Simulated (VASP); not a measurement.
A run of VASP 6.6.1:

The input INCAR:

```
PREC     = Accurate       # precision mode
ENCUT    = 520            # plane-wave cutoff, eV
EDIFF    = 1E-8           # SCF threshold, eV
ISMEAR   = 0              # smearing method
SIGMA    = 0.01           # smearing width, eV
LREAL    = F              # projectors in reciprocal space
LASPH    = T              # aspherical terms in the spheres
NELM     = 100            # most SCF steps
ALGO     = Normal         # electronic algorithm
ISIF     = 2              # what is computed and relaxed
LWAVE    = F              # write WAVECAR
LCHARG   = T              # write CHGCAR
GGA      = PS             # functional
NBANDS   = 11             # bands
IBRION   = 8              # ionic algorithm
NSW      = 1              # ionic steps
```

KPOINTS

```
Automatic mesh
0
Gamma
  10 10 10
```

File POSCAR:

```
SiC
1.0
    0.0000000000      2.1784150631      2.1784150631
    2.1784150631      0.0000000000      2.1784150631
    2.1784150631      2.1784150631      0.0000000000
Si C
1 1
Direct
    0.0000000000      0.0000000000      0.0000000000
    0.7500000000      0.7500000000      0.7500000000
```

Potentials or basis: VASP PAW PBE potentials, release 64 (Si, C).

Launch:

```sh
$ cat potpaw_PBE.64/Si/POTCAR potpaw_PBE.64/C/POTCAR > POTCAR
$ mpirun -np 1 vasp_std > vasp.out
```

Hardware: 1 thread of Intel Xeon 6975P-C, on a shared host.

Problem. Estimate the wall time of this run.

Solution. Run time: 33 s on 1 thread of Intel Xeon 6975P-C (shared host), peak memory 0.21 GiB. Counts: scf iterations 34, k points 47.
